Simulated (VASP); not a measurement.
## Sr4ZrPt: single point with PBE

Crystal: Sr4ZrPt.

```
Sr Zr Pt
1.0
     0.00000    4.24326    4.24326
     4.24326    0.00000    4.24326
     4.24326    4.24326    0.00000
Sr Zr Pt
4 1 1
Direct
  0.37500 0.87500 0.37500
  0.37500 0.37500 0.87500
  0.37500 0.37500 0.37500
  0.87500 0.37500 0.37500
  0.00000 0.00000 0.00000
  0.75000 0.75000 0.75000
```

```yaml
Program: VASP 6.6.1
Task: single point
Functional: PBE
Potentials_or_basis: VASP PAW PBE potentials, release 64 (Sr_sv, Zr_sv, Pt)
Cutoff: 520 eV
k_mesh: 4 × 4 × 4
Occupations: gaussian, width 0.1 eV
Spin: no spin polarisation
```

```json
{"Pressure": "11.6 GPa", "Band gap on the k mesh": "zero (bands 31 and 32 overlap by 0.44 eV)"}
```

Levels at points of the mesh, in eV from the Fermi level:
| k point | band 29 | band 30 | band 31 | band 32 | band 33 | band 34 |
| --- | --- | --- | --- | --- | --- | --- |
| (0.00, 0.00, 0.00) | -0.85 | -0.85 | -0.44 | -0.44 | -0.44 | 0.48 |
| (0.50, 0.00, 0.00) | -0.37 | -0.37 | -0.04 | 0.13 | 0.13 | 0.83 |
| (0.50, 0.50, 0.00) | -0.36 | -0.16 | -0.13 | 0.24 | 0.40 | 0.40 |

Run time: 2.5 min on 1 thread of Oxide Virtual Turin-like Processor, with other jobs on the host, peak memory 0.3 GiB.

Caveat: the cell stands under pressure; spin-orbit coupling is left out, which moves the levels of the heavy elements.
